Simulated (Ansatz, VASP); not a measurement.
## One calculation of Cs, two programs

File POSCAR:

```
Cs
1.0
   -3.1074680189      3.1074680189      3.1074680189
    3.1074680189     -3.1074680189      3.1074680189
    3.1074680189      3.1074680189     -3.1074680189
Cs
1
Direct
    0.0000000000      0.0000000000      0.0000000000
```

Contents of INCAR.step1:

```
SYSTEM = Cs
ALGO     = Normal         ! electronic algorithm
EDIFF    = 1E-4           ! SCF threshold, eV
ENCUT    = 520            ! plane-wave cutoff, eV
GGA      = PE             ! functional
ISMEAR   = -1             ! smearing method
LASPH    = .True.         ! aspherical terms in the spheres
LCHARG   = .False.        ! write CHGCAR
LREAL    = .False.        ! projectors in reciprocal space
LWAVE    = .True.         ! write WAVECAR
NBANDS   = 10             ! bands
NELM     = 80             ! most SCF steps
PREC     = Accurate       ! precision mode
SIGMA    = 0.05           ! smearing width, eV
```

The input INCAR.step2:

```
SYSTEM = Cs
ALGO     = Normal         ! electronic algorithm
EDIFF    = 1E-6           ! SCF threshold, eV
ENCUT    = 520            ! plane-wave cutoff, eV
ISIF     = 2              ! what is computed and relaxed
ISMEAR   = -1             ! smearing method
ISTART   = 1            
LASPH    = .True.         ! aspherical terms in the spheres
LCHARG   = .False.        ! write CHGCAR
LMIXTAU  = .True.       
LREAL    = .False.        ! projectors in reciprocal space
LWAVE    = .False.        ! write WAVECAR
METAGGA  = R2SCAN         ! meta-GGA
NBANDS   = 10             ! bands
NELM     = 80             ! most SCF steps
PREC     = Accurate       ! precision mode
SIGMA    = 0.05           ! smearing width, eV
```

KPOINTS

```
k-points
0
Gamma
  6 6 6
  0 0 0
```

Contents of input.yaml:

```yaml
crystal:
  lattice:
    - [-3.1074680189, 3.1074680189, 3.1074680189]
    - [3.1074680189, -3.1074680189, 3.1074680189]
    - [3.1074680189, 3.1074680189, -3.1074680189]
  atoms:
    - { symbol: Cs, position: [0.0, 0.0, 0.0] }
hamiltonian:
  xc: r2scan
  pseudopotentials: { kind: paw }
kpoints:
  mp_grid: { grid: [6, 6, 6] }
scf:
  occupations: { method: fermi_dirac, width: 0.05 }
output:
  forces: true
  stress: true
  eigenvalues: true
```

Alike in both runs: task single point; functional r2SCAN; k mesh 6 × 6 × 6; occupations fermi-dirac, width 0.05 eV; no spin polarisation.

```csv
,VASP,Ansatz
version,VASP 6.6.1,Ansatz 0.2.0
potentials or method,"VASP PAW PBE potentials, release 64 (Cs_sv)",Ansatz PAW
plane-wave cutoff (eV),520,500
valence electrons in the cell,9,9
```

```csv
,VASP,Ansatz,Ansatz less VASP
gap on the k mesh at the Fermi level (eV),none,none,-
pressure (GPa),0.1,0.1,+0.01
```

VASP's potentials were made for PBE, not for r2SCAN. A gap of «none» marks a metal or a gap that the smearing closes.

Spin-orbit coupling is off throughout.
